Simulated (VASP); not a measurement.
# AlH (R-3m) in VASP: a series of runs

The runs below take AlH through single point, with PBE.

Program: VASP 6.6.1. These are calculated values, not measurements. Logs are shortened: lines on timing, memory, paths and dates and some standing lists are left out, and cuts for length are marked.

**1. The cell of the first run**

The structure is trigonal, space group R-3m (No. 166). The conventional cell has a = 2.984 Å, b = 2.984 Å, c = 7.378 Å, α = 90.00°, β = 90.00°, γ = 120.00°. Within 2.8 Å of Al (site symmetry -3m) lie 6 H at 2.12 Å. H (site symmetry -3m) has 6 Al at 2.12 Å within 2.8 Å.

**2. Single point, PBE**

INCAR

```
SYSTEM = AlH
ALGO = Normal
EDIFF = 1E-6
ENCUT = 520
GGA = PE
ISIF = 2
ISMEAR = 0
LASPH = .TRUE.
LCHARG = .FALSE.
LREAL = .FALSE.
LWAVE = .FALSE.
NBANDS = 12
NELM = 80
PREC = Accurate
SIGMA = 0.2
```

KPOINTS

```
k-points
0
G
  8 8 4
  0 0 0
```

POSCAR

```
AlH
1.0
   -1.4921890718     -2.5845472869      0.0000000017
    1.4921890718      0.8615157640      2.4594208565
   -4.4765672155      2.5845472869     -0.0000000017
Al H
2 2
Direct
    0.5000000000      0.0000000000      0.5000000000
    0.0000000000      0.0000000000      1.0000000000
    0.7500000000      0.5000000000      0.2500000000
    0.2500000000      0.5000000000      0.7500000000
```

Potentials or basis: VASP PAW PBE potentials, release 64 (Al, H).

Launch:

```sh
cat potpaw_PBE.64/Al/POTCAR potpaw_PBE.64/H/POTCAR > POTCAR
mpirun -np 1 vasp_std > vasp.out
```

OUTCAR:

```text
SYSTEM = AlH
   EDIFF = 1E-6
   ENCUT = 520
   GGA = PE
   ISIF = 2
   ISMEAR = 0
   LASPH = .TRUE.
   LREAL = .FALSE.
   NELM = 80
   PREC = Accurate

 ion  position               nearest neighbor table
   1  0.500  0.000  0.500-   3 2.12   4 2.12   4 2.12   3 2.12   4 2.12   3 2.12   2 2.98   2 2.98
                             2 2.98   2 2.98   2 3.00   2 3.00
   2  0.000  0.000  0.000-   4 2.12   3 2.12   3 2.12   4 2.12   4 2.12   3 2.12   1 2.98   1 2.98
                             1 2.98   1 2.98   1 3.00   1 3.00
   3  0.750  0.500  0.250-   2 2.12   1 2.12   1 2.12   2 2.12   2 2.12   1 2.12
   4  0.250  0.500  0.750-   1 2.12   2 2.12   2 2.12   1 2.12   2 2.12   1 2.12

  LATTYP: Found a base centered monoclinic cell.
 ALAT       =     5.2118942279
 B/A-ratio  =     0.5726091154
 C/A-ratio  =     0.9917880808
 COS(beta)  =    -0.3305960269

  Lattice vectors:

 A1 = (   0.0000000000,  -1.7230315229,   2.4594208582)
 A2 = (   1.4921890718,   0.8615157640,   2.4594208565)
 A3 = (  -4.4765672155,   2.5845472869,  -0.0000000017)

Analysis of symmetry for initial positions (statically):
=====================================================================
 Subroutine PRICEL returns following result:

  LATTYP: Found a trigonal (rhomboedric) cell.
 ALAT       =     3.0029300004
 COS(alpha) =     0.5061588351

  Lattice vectors:

 A1 = (   1.4921890718,   0.8615157640,   2.4594208565)
 A2 = (  -1.4921890719,   0.8615157640,   2.4594208565)
 A3 = (   0.0000000000,  -1.7230315229,   2.4594208582)

   2 primitive cells build up your supercell.

 Routine SETGRP: Setting up the symmetry group for a
 base centered monoclinic supercell.

 Subroutine GETGRP returns: Found  4 space group operations
 (whereof  4 operations were pure point group operations)
 out of a pool of  4 trial point group operations.

The static configuration has the point symmetry C_2h.

Analysis of symmetry for dynamics (positions and initial velocities):
=====================================================================
 Subroutine PRICEL returns following result:

  LATTYP: Found a trigonal (rhomboedric) cell.
 ALAT       =     3.0029300004
 COS(alpha) =     0.5061588351

  Lattice vectors:

 A1 = (   1.4921890718,   0.8615157640,   2.4594208565)
 A2 = (  -1.4921890719,   0.8615157640,   2.4594208565)
 A3 = (   0.0000000000,  -1.7230315229,   2.4594208582)

   2 primitive cells build up your supercell.

 Routine SETGRP: Setting up the symmetry group for a
 base centered monoclinic supercell.

 Subroutine GETGRP returns: Found  4 space group operations
 (whereof  4 operations were pure point group operations)
 out of a pool of  4 trial point group operations.

The dynamic configuration has the point symmetry C_2h.

 Subroutine INISYM returns: Found  4 space group operations
 (whereof  4 operations are pure point group operations),
 and found     2 'primitive' translations

----------------------------------------------------------------------------------------

                                     Primitive cell

  volume of cell :      18.9702

  direct lattice vectors                    reciprocal lattice vectors
     1.492189072  0.861515764  2.459420856     0.335078181  0.193457478  0.135533263
    -1.492189072  0.861515764  2.459420856    -0.335078181  0.193457478  0.135533263
     0.000000000 -1.723031523  2.459420858     0.000000000 -0.386914956  0.135533263

  length of vectors
     3.002930000  3.002930000  3.002930000     0.409966399  0.409966399  0.409966399

  position of ions in fractional coordinates (direct lattice)
     0.000000000  0.000000000  0.000000000
     0.500000000  0.500000000  0.500000000

  ion indices of the primitive-cell ions
   primitive index   ion index
                 1           1
                 2           3

----------------------------------------------------------------------------------------

 KPOINTS: k-points

Automatic generation of k-mesh.
 Grid dimensions read from file:
 generate k-points for:    8    8    4

 Generating k-lattice:

  Cartesian coordinates                     Fractional coordinates (reciprocal lattice)
    -0.020942386 -0.036273277  0.025412487     0.125000000 -0.000000000 -0.000000000
     0.000000000  0.000000000  0.050824974     0.000000000  0.125000000 -0.000000000
    -0.041884773  0.024182185  0.016941658     0.000000000  0.000000000  0.250000000

  Length of vectors
     0.048991108  0.050824974  0.051245800

  Shift w.r.t. Gamma in fractional coordinates (k-lattice)
     0.000000000  0.000000000  0.000000000

 Subroutine IBZKPT returns following result:
 ===========================================

 Found     78 irreducible k-points:

 Following reciprocal coordinates:
            Coordinates               Weight
  0.000000  0.000000  0.000000      1.000000
  0.125000  0.000000  0.000000      4.000000
  0.250000  0.000000  0.000000      4.000000
  0.375000  0.000000  0.000000      4.000000
  0.500000  0.000000  0.000000      2.000000
  0.000000  0.125000  0.000000      2.000000
[... 16 lines left out ...]
  0.125000 -0.000000  0.250000      4.000000
  0.250000 -0.000000  0.250000      4.000000
 [... further k-points ...]
   k-points           NKPTS =     78   k-points in BZ     NKDIM =     78   number of bands    NBANDS=     12
   number of dos      NEDOS =    301   number of ions     NIONS =      4
   total plane-waves  NPLWV =  23040
   dimension x,y,z NGX =    24 NGY =   24 NGZ =   40
   dimension x,y,z NGXF=    48 NGYF=   48 NGZF=   80
   ions per type =               2   2
   NGX,Y,Z   is equivalent  to a cutoff of  13.37, 13.29, 12.86 a.u.
   NGXF,Y,Z  is equivalent  to a cutoff of  26.74, 26.57, 25.73 a.u.
 SYSTEM =  AlH
   PREC   = accura    normal or accurate (medium, high low for compatibility)
   ISTART =      0    job   : 0-new  1-cont  2-samecut
   ICHARG =      2    charge: 1-file 2-atom 10-const
   ISPIN  =      1    spin polarized calculation?
   LNONCOLLINEAR =      F non collinear calculations
   LSORBIT =      F    spin-orbit coupling
   LASPH  =      T    aspherical Exc in radial PAW
   ENCUT  =  520.0 eV  38.22 Ry    6.18 a.u.   5.55  5.58  9.61*2*pi/ulx,y,z
   NELM   =     80;   NELMIN=  2; NELMDL= -5     # of ELM steps
   EDIFF  = 0.1E-05   stopping-criterion for ELM
   LREAL  =      F    real-space projection
   EDIFFG = 0.1E-04   stopping-criterion for IOM
   NSW    =      0    number of steps for IOM
   IBRION =     -1    ionic relax: 0-MD 1-quasi-New 2-CG
   NFREE  =      0    steps in history (QN), initial steepest desc. (CG)
   ISIF   =      2    stress and relaxation
   ISYM   =      2    0-nonsym 1-usesym 2-fastsym
   POTIM  = 0.5000    time-step for ionic-motion
   TEBEG  =    0.0;   TEEND  =   0.0 temperature during run
   PSTRESS=    0.0 pullay stress
   NELECT =       8.0000    total number of electrons
   NUPDOWN=      -1.0000    fix difference up-down
   EMIN   =  10.00;   EMAX   =-10.00  energy-range for DOS
   EFERMI =   0.00;   METHOD = LEGACY
   ISMEAR =     0;   SIGMA  =   0.20  broadening in eV -4-tet -1-fermi 0-gaus
   EFERMI_NEDOS =   21; number of points for ismear=-14 and -15
   IALGO  =     38    algorithm
   IMIX   =      4    mixing-type and parameters
     AMIX     =   0.40;   BMIX     =  1.00
     AMIX_MAG =   1.60;   BMIX_MAG =  1.00
  volume/ion in A,a.u.               =       9.49        64.01
  Fermi-wavevector in a.u.,A,eV,Ry     =   0.974401  1.841351 12.918154  0.949458
  Thomas-Fermi vector in A             =   2.104858
   LORBIT       =      0    0 simple, 1 ext, 2 COOP (PROOUT), +10 PAW based schemes
   GGA     = PE    functional components
   LHFCALC =     F    Hartree Fock is set to
   AEXX    =    0.0000 exact exchange contribution
   IVDW    =     0    specifies the selected vdW correction
   LEPSILON=     F    determine dielectric tensor
   LRPA    =     F    only Hartree local field effects (RPA)
 non-spin polarized calculation
 Gauss-broadening in eV      SIGMA  =   0.20
  energy-cutoff  :      520.00
  volume of cell :       37.94
 maximum number of plane-waves:      1041
 NGX is ok and might be reduce to    24

 number of electron       7.9999999 magnetization

 Free energy of the ion-electron system (eV)
  ---------------------------------------------------
  ext. energy  EPLUGINS =         0.00000000
  ---------------------------------------------------
  free energy    TOTEN  =       -12.66426516 eV

  energy without entropy =      -12.64389657  energy(sigma->0) =      -12.65408087

 E-fermi :   7.7629     XC(G=0): -10.3978

 val. band max:        7.7569710684   @ k =   0.2500   0.0000   0.0000
 cond. band min:       7.7803566770   @ k =  -0.3750   0.2500   0.2500
 fundamental gap:      0.0233856086
 Fermi energy:         7.7628563217

 k-point     1 :       0.0000    0.0000    0.0000
  band No.  band energies     occupation
      1      -4.9875      2.00000
      2      -0.1969      2.00000
      3       2.6076      2.00000
      4      14.3137      0.00000
      5      14.9470      0.00000
      6      16.7438      0.00000
      7      16.9201      0.00000
      8      16.9429      0.00000
      9      17.0293      0.00000
     10      18.5239      0.00000
     11      18.6786      0.00000
     12      18.8206      0.00000

 k-point     2 :       0.1250    0.0000    0.0000
  band No.  band energies     occupation
      1      -4.6449      2.00000
      2       0.0132      2.00000
      3       3.0379      2.00000
      4      11.5476      0.00000
      5      13.3670      0.00000
      6      14.8878      0.00000
      7      15.1050      0.00000
      8      15.8155      0.00000
      9      16.2848      0.00000
     10      18.2625      0.00000
     11      19.4197      0.00000
     12      19.4534      0.00000
[... 301 lines left out ...]
 k-point    23 :       0.1250   -0.0000    0.2500
  band No.  band energies     occupation
      1      -4.1503      2.00000
      2      -1.7543      2.00000
      3       5.7100      2.00000
      4      11.3497      0.00000
      5      12.0560      0.00000
      6      14.4673      0.00000
      7      14.9083      0.00000
      8      15.7723      0.00000
      9      16.2782      0.00000
     10      17.0499      0.00000
     11      18.3676      0.00000
     12      19.0066      0.00000

 k-point    24 :       0.2500   -0.0000    0.2500
  band No.  band energies     occupation
      1      -3.0227      2.00000
      2      -1.1459      2.00000
      3       6.6666      2.00000
      4       7.9969      0.09800
      5      10.3617      0.00000
      6      13.1953      0.00000
      7      13.3918      0.00000
      8      14.2820      0.00000
      9      14.8892      0.00000
     10      15.0008      0.00000
     11      15.0427      0.00000
     12      21.9705      0.00000

 [... further k-points ...]
[... 5 lines left out ...]
  --------------------------------------------------------------------------------------
  -------------------------------------------------------------------------------------
  Total        0.2666858      0.2759769     -0.3506937      0.0080463     -0.0391454      0.0678019
  in kB       11.2618368     11.6541895    -14.8093969      0.3397874     -1.6530678      2.8631973
  external PRESSURE =       2.7022098 kB  Pullay stress =       0.0000000 kB

 VOLUME and BASIS-vectors are now :
 -----------------------------------------------------------------------------
  energy-cutoff  :      520.00
  volume of cell :       37.94
      direct lattice vectors                 reciprocal lattice vectors
    -1.492189072 -2.584547287  0.000000002    -0.167539091 -0.290186217  0.203299894
     1.492189072  0.861515764  2.459420856     0.000000000  0.000000000  0.406599788
    -4.476567216  2.584547287 -0.000000002    -0.167539091  0.096728739  0.067766631

 POSITION                                       TOTAL-FORCE (eV/Angst)
 -----------------------------------------------------------------------------------
     -2.98438      0.00000      0.00000        -0.000000      0.000000     -0.000000
      0.00000      0.00000      0.00000         0.000000      0.000000      0.000000
     -1.49219     -0.86152      1.22971        -0.000000     -0.000000     -0.000000
     -2.98438      1.72303      1.22971         0.000000      0.000000      0.000000
 -----------------------------------------------------------------------------------
    total drift:                               -0.000000      0.000000     -0.000000

  FREE ENERGIE OF THE ION-ELECTRON SYSTEM (eV)
  ---------------------------------------------------
  free  energy   TOTEN  =       -12.6642651559 eV

  energy  without entropy=      -12.6438965749  energy(sigma->0) =      -12.65408087
```

Wall time 16 s (1 thread of Intel Xeon Platinum 8488C (Sapphire Rapids), shared host); peak memory 0.17 GiB.

Results:

| Property | Result |
| --- | --- |
| Free energy | -12.6643 eV |
| Pressure | 0.3 GPa |
| Band gap on the k mesh | zero (band 4 reaches 14.31 eV, above the bottom of band 5 at 5.82 eV) |

Stress tensor (GPa, compression positive):
```
 1.13  0.03  0.29
 0.03  1.17 -0.17
 0.29 -0.17 -1.48
```

Levels at points of the mesh, in eV from the Fermi level:
```csv
k point,band 1,band 2,band 3,band 4,band 5,band 6,band 7,band 8
"(0.00, 0.00, 0.00)",-12.75,-7.96,-5.16,6.55,7.18,8.98,9.16,9.18
"(0.50, 0.00, 0.00)",-7.67,-7.67,-2.80,-2.80,1.00,1.00,4.98,4.98
"(0.00, 0.50, 0.00)",-8.03,-6.26,-5.29,-3.64,3.49,3.61,3.80,4.52
"(0.00, 0.00, 0.50)",-11.27,-11.27,0.89,0.89,7.23,7.23,8.61,8.61
"(0.50, 0.00, 0.50)",-7.96,-6.26,-5.15,-3.64,3.49,3.61,3.80,4.52
"(0.00, 0.50, 0.50)",-7.71,-7.71,-2.94,-2.94,1.03,1.03,5.17,5.17
```

**3. Single point, PBE**

This run uses another cell than the first one: it holds 2 atoms, not 4.

INCAR: that of step 2 with these lines changed.

```diff
@@ -11,5 +11,5 @@
 LWAVE = .FALSE.
-NBANDS = 12
-NELM = 80
+NBANDS = 9
+NELM = 100
 PREC = Accurate
-SIGMA = 0.2
+SIGMA = 0.1
```

KPOINTS

```
k-points
0
G
  24 24 24
  0 0 0
```

POSCAR

```
AlH
1.0
    1.4921890718      0.8615157640      2.4594208565
   -1.4921890718      0.8615157640      2.4594208565
    0.0000000000     -1.7230315229      2.4594208583
Al H
1 1
Direct
    0.0000000000      0.0000000000      0.0000000000
    0.5000000000      0.5000000000      0.5000000000
```

Potentials or basis: VASP PAW PBE potentials, release 64 (Al, H).

Launch:

```sh
cat potpaw_PBE.64/Al/POTCAR potpaw_PBE.64/H/POTCAR > POTCAR
mpirun -np 1 vasp_std > vasp.out
```

OUTCAR:

```text
SYSTEM = AlH
   EDIFF = 1E-6
   ENCUT = 520
   GGA = PE
   ISIF = 2
   ISMEAR = 0
   LASPH = .TRUE.
   LREAL = .FALSE.
   NELM = 100
   PREC = Accurate

 ion  position               nearest neighbor table
   1  0.000  0.000  0.000-   2 2.12   2 2.12   2 2.12   2 2.12   2 2.12   2 2.12
   2  0.500  0.500  0.500-   1 2.12   1 2.12   1 2.12   1 2.12   1 2.12   1 2.12

  LATTYP: Found a trigonal (rhomboedric) cell.
 ALAT       =     3.0029300004
 COS(alpha) =     0.5061588351

  Lattice vectors:

 A1 = (   1.4921890718,   0.8615157640,   2.4594208565)
[... 465 lines left out ...]
      4      15.7493      0.00000
      5      16.5760      0.00000
      6      17.6339      0.00000
      7      18.2093      0.00000
      8      21.1502      0.00000
      9      28.1944      0.00000

 [... further k-points ...]
[... 5 lines left out ...]
  --------------------------------------------------------------------------------------
  -------------------------------------------------------------------------------------
  Total       -0.0148508     -0.0148508     -0.0121751     -0.0000000      0.0000000      0.0000000
  in kB       -1.2542653     -1.2542653     -1.0282807     -0.0000000      0.0000000      0.0000000
  external PRESSURE =      -1.1789371 kB  Pullay stress =       0.0000000 kB

 VOLUME and BASIS-vectors are now :
 -----------------------------------------------------------------------------
  energy-cutoff  :      520.00
  volume of cell :       18.97
      direct lattice vectors                 reciprocal lattice vectors
     1.492189072  0.861515764  2.459420856     0.335078181  0.193457478  0.135533263
    -1.492189072  0.861515764  2.459420856    -0.335078181  0.193457478  0.135533263
     0.000000000 -1.723031523  2.459420858     0.000000000 -0.386914956  0.135533263

 POSITION                                       TOTAL-FORCE (eV/Angst)
 -----------------------------------------------------------------------------------
      0.00000      0.00000      0.00000        -0.000000     -0.000000      0.000000
      0.00000      0.00000      3.68913         0.000000      0.000000     -0.000000
 -----------------------------------------------------------------------------------
    total drift:                               -0.000000      0.000000     -0.000000

  FREE ENERGIE OF THE ION-ELECTRON SYSTEM (eV)
  ---------------------------------------------------
  free  energy   TOTEN  =        -6.3217883813 eV

  energy  without entropy=       -6.3192822774  energy(sigma->0) =       -6.32053533
```

OSZICAR:

```text
N       E                     dE             d eps       ncg     rms          rms(c)
DAV:   1    -0.290333487392E+01   -0.29033E+01   -0.15501E+03 23722   0.320E+02
DAV:   2    -0.642733224138E+01   -0.35240E+01   -0.34125E+01 32030   0.389E+01
DAV:   3    -0.649126728120E+01   -0.63935E-01   -0.63643E-01 29331   0.436E+00
DAV:   4    -0.649146333807E+01   -0.19606E-03   -0.19604E-03 32548   0.244E-01
DAV:   5    -0.649146411404E+01   -0.77597E-06   -0.77538E-06 28906   0.115E-02    0.212E+00
DAV:   6    -0.636038864930E+01    0.13108E+00   -0.14002E-01 25884   0.133E+00    0.101E+00
DAV:   7    -0.632237658513E+01    0.38012E-01   -0.11276E-01 27867   0.127E+00    0.220E-01
DAV:   8    -0.632179320339E+01    0.58338E-03   -0.24986E-03 29010   0.337E-01    0.325E-02
DAV:   9    -0.632178660682E+01    0.65966E-05   -0.22953E-05 32461   0.236E-02    0.197E-02
DAV:  10    -0.632178826412E+01   -0.16573E-05   -0.18280E-06 29293   0.942E-03    0.424E-03
DAV:  11    -0.632178838133E+01   -0.11722E-06   -0.21160E-07 13645   0.191E-03
   1 F= -.63217884E+01 E0= -.63205353E+01  d E =-.250610E-02
```

stdout:

```text
POSCAR found type information on POSCAR AlH
 POSCAR found :  2 types and       2 ions
 scaLAPACK will be used
 LDA part: xc-table for (Slater+PW92), standard interpolation
 POSCAR, INCAR and KPOINTS ok, starting setup
 FFT: planning ... GRIDC
 FFT: planning ... GRID_SOFT
 FFT: planning ... GRID
 WAVECAR not read
 entering main loop
```

Wall time 74 s (1 thread of Intel Xeon Platinum 8488C (Sapphire Rapids), shared host); peak memory 0.33 GiB.

Results:

```
Free energy            : -6.3218 eV
Pressure               : -0.1 GPa
Band gap on the k mesh : zero (band 2 reaches 14.94 eV, above the bottom of band 3 at 5.47 eV)
```
